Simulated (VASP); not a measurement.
Input of a VASP 6.6.1 run:

The input INCAR:

```
SYSTEM = MnO2
ALGO = Normal
EDIFF = 1E-7
ENCUT = 520
GGA = PS
ISIF = 2
ISMEAR = -1
ISPIN = 2
LASPH = .True.
LCHARG = .False.
LDAU = .True.
LDAUJ = 0 0
LDAUL = 2 -1
LDAUPRINT = 1
LDAUTYPE = 2
LDAUU = 5 0
LMAXMIX = 4
LORBIT = 11
LREAL = .False.
LWAVE = .False.
MAGMOM = 4 4 0 0 0 0
NBANDS = 38
NELM = 150
PREC = Accurate
SIGMA = 0.05
```

KPOINTS

```
k-points
0
Gamma
  11 11 3
  0 0 0
```

The input POSCAR:

```
MnO2
1.0
    2.8974109237      0.0000000000      0.0000000000
   -1.4487054618      2.5092314651      0.0000000000
    0.0000000000      0.0000000000     11.1492579299
Mn O
2 4
Direct
    0.0000000000      0.0000000000      0.5000000000
    0.0000000000      0.0000000000      0.0000000000
    0.6666666667      0.3333333333      0.4151741355
    0.6666666667      0.3333333333      0.0848258645
    0.3333333333      0.6666666667      0.5848258645
    0.3333333333      0.6666666667      0.9151741355
```

Potentials or basis: VASP PAW PBE potentials, release 64 (Mn_pv, O).

Launch:

```bash
$ cat potpaw_PBE.64/Mn_pv/POTCAR potpaw_PBE.64/O/POTCAR > POTCAR
$ mpirun -np 1 vasp_std > vasp.out
```

(1) What does it give for the net moment?

(2) Predict the site moments.

(3) Estimate the largest force.

(4) Estimate the pressure.

Answers

(1) 6.00 μB per cell.

(2) Mn +3.32; O -0.16 μB.

(3) 0.068 eV/Å.

(4) 0.0 GPa.

Caveat: the PAW data sets were made with another functional, which shifts forces and pressure a little; the run started ferromagnetic, and an antiferromagnetic order may lie lower in energy.
